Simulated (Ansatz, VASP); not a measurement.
**C in VASP and in Ansatz**

File POSCAR:

```
C
1.0
    0.0000000000      1.7833700000      1.7833700000
    1.7833700000      0.0000000000      1.7833700000
    1.7833700000      1.7833700000      0.0000000000
C
2
Direct
    0.7500000000      0.7500000000      0.7500000000
    0.5000000000      0.5000000000      0.5000000000
```

INCAR.step1

```
PREC     = Accurate       # precision mode
ENCUT    = 520            # plane-wave cutoff, eV
EDIFF    = 1E-5           # SCF threshold, eV
ISMEAR   = -1             # smearing method
SIGMA    = 0.05           # smearing width, eV
LREAL    = F              # projectors in reciprocal space
LASPH    = T              # aspherical terms in the spheres
NELM     = 80             # most SCF steps
ALGO     = Normal         # electronic algorithm
ISIF     = 2              # what is computed and relaxed
LWAVE    = T              # write WAVECAR
NBANDS   = 11             # bands
GGA      = PE             # functional
```

Contents of INCAR.step2:

```
PREC     = Accurate       # precision mode
ENCUT    = 520            # plane-wave cutoff, eV
EDIFF    = 1E-7           # SCF threshold, eV
ISMEAR   = -1             # smearing method
SIGMA    = 0.05           # smearing width, eV
LREAL    = F              # projectors in reciprocal space
LASPH    = T              # aspherical terms in the spheres
NELM     = 80             # most SCF steps
ALGO     = Normal         # electronic algorithm
ISIF     = 2              # what is computed and relaxed
LWAVE    = F              # write WAVECAR
LCHARG   = T              # write CHGCAR
GGA      = PE             # functional
LHFCALC  = T              # exact exchange
AEXX     = 0.25           # exact-exchange fraction
PRECFOCK = Normal       
LELF     = T              # ELF
LVHAR    = T            
NBANDS   = 11             # bands
ISTART   = 1
```

File KPOINTS:

```
Automatic mesh
0
Gamma
  8 8 8
```

The input input.yaml:

```yaml
crystal:
  lattice:
    - [0.0, 1.78337, 1.78337]
    - [1.78337, 0.0, 1.78337]
    - [1.78337, 1.78337, 0.0]
  atoms:
    - { symbol: C, position: [0.75, 0.75, 0.75] }
    - { symbol: C, position: [0.5, 0.5, 0.5] }
kpoints:
  mp_grid: { grid: [8, 8, 8] }
scf:
  occupations: { method: fermi_dirac, width: 0.05 }
hamiltonian:
  xc: pbe0
  pseudopotentials: { kind: all_electron, datasets: crystal }
output:
  forces: true
  stress: true
```

Alike in both runs: task single point; functional PBE0; k mesh 8 × 8 × 8; occupations fermi-dirac, width 0.05 eV; no spin polarisation.

```csv
,VASP,Ansatz
version,VASP 6.6.1,Ansatz 0.2.0
potentials or method,"VASP PAW PBE potentials, release 64 (C), cutoff 520 eV",all-electron PAW datasets made for the crystal
```

```tsv
	VASP	Ansatz	Ansatz less VASP
gap on the k mesh at the Fermi level (eV)	6.04	6.04	-0.007
least direct gap on the mesh (eV)	7.71	7.71	-0.007
pressure (GPa)	-7.5	-8.3	-0.81
```

Ansatz ran all-electron here, and VASP with PAW potentials.
